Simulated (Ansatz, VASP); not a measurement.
Two plane-wave programs on AlNi

Contents of INCAR:

```
  ALGO = Fast
  EDIFF = 1E-7
  ENCUT = 520
  GGA = PS
  ISIF = 2
  ISMEAR = 0
  LASPH = True
  LCHARG = False
  LREAL = False
  LWAVE = False
  NBANDS = 14
  NELM = 100
  PREC = Accurate
  SIGMA = 0.15
```

KPOINTS

```
k-points
0
Gamma
  20 20 20
```

The input POSCAR:

```
AlNi
1.0
    2.8621655516      0.0000000000      0.0429324833
    0.0000000000      2.8621655516      0.0000000000
    0.0429324833      0.0000000000      2.8621655516
Al Ni
1 1
Direct
    0.0000000000      0.0000000000      0.0000000000
    0.5000000000      0.5000000000      0.5000000000
```

Input for Ansatz:

```yaml
crystal:
  lattice:
    - [2.8621655516, 0.0, 0.0429324833]
    - [0.0, 2.8621655516, 0.0]
    - [0.0429324833, 0.0, 2.8621655516]
  atoms:
    - { symbol: Al, position: [0.0, 0.0, 0.0] }
    - { symbol: Ni, position: [0.5, 0.5, 0.5] }
basis:
  ecutwfc: 420
kpoints:
  mp_grid: { grid: [20, 20, 20] }
hamiltonian:
  xc: pbesol
scf:
  occupations: { method: gaussian, width: 0.15 }
output:
  forces: true
  stress: true
  eigenvalues: true
```

Change from the starting cell: strain +0.0300 x Voigt [0, 0, 0, 0, 1, 0], atoms carried along.

Alike in both runs: task single point; functional PBEsol; k mesh 20 × 20 × 20; occupations gaussian, width 0.15 eV; no spin polarisation.

|  | VASP | Ansatz |
| --- | --- | --- |
| version | VASP 6.6.1 | Ansatz 0.2.0 |
| potentials or method | VASP PAW PBE potentials, release 64 (Al, Ni), cutoff 520 eV | scalar-relativistic, plane waves, PAW |
| valence electrons in the cell | 13 | 21 |

VASP gave:

* gap on the k mesh at the Fermi level (eV): none
* pressure (GPa): 0.3
* traceless stress, the component that is largest in VASP (GPa): -3.81

Problem. Estimate Ansatz's values.

Solution. gap on the k mesh at the Fermi level (eV): none; pressure (GPa): 0.2; traceless stress, the component that is largest in VASP (GPa): -3.82.

VASP's potentials were made for PBE, not for PBEsol. A gap of «none» marks a metal or a gap that the smearing closes. The functional is the same, so the differences come from potentials, cutoffs and numerics. VASP's potentials hold 13 valence electrons a cell and Ansatz's 21, so a difference there can come from the potentials and not from the codes.
